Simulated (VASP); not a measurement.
Input of a VASP 6.6.1 run:

INCAR

```
SYSTEM = Na
PREC = Accurate
ENCUT = 520
EDIFF = 1E-6
ISMEAR = 0
SIGMA = 0.15
LREAL = .False.
LASPH = .True.
NELM = 100
ALGO = Normal
ISIF = 2
LWAVE = .False.
LCHARG = .False.
GGA = PS
NBANDS = 14
```

KPOINTS

```
Automatic mesh
0
Gamma
  12 12 8
  0 0 0
```

File POSCAR:

```
Na
1.0
    3.9553510475      0.0000000000      0.0000000000
   -1.9776755237      3.4254344880      0.0000000000
    0.0000000000      0.0000000000      6.4617000000
Na
2
Direct
    0.3333333333      0.6666666667      0.2500000000
    0.6666666667      0.3333333333      0.7500000000
```

Potentials or basis: VASP PAW PBE potentials, release 64 (Na_pv).

Launch:

```bash
$ cat potpaw_PBE.64/Na_pv/POTCAR > POTCAR
$ mpirun -np 1 vasp_std > vasp.out
```

Question: Estimate the pressure.

Answer: -1.0 GPa.

Question: What does it give for the band gap on the k mesh?

Answer: Zero (bands 7 and 8 overlap by 3.91 eV).

Stress tensor (GPa, compression positive):
```
-1.01  0.00  0.00
 0.00 -1.01  0.00
 0.00  0.00 -1.11
```

Caveat: the cell differs from its parent crystal (strain +0.050 along x and y, +0.050 along z); the PAW data sets were made with another functional, which shifts forces and pressure a little.
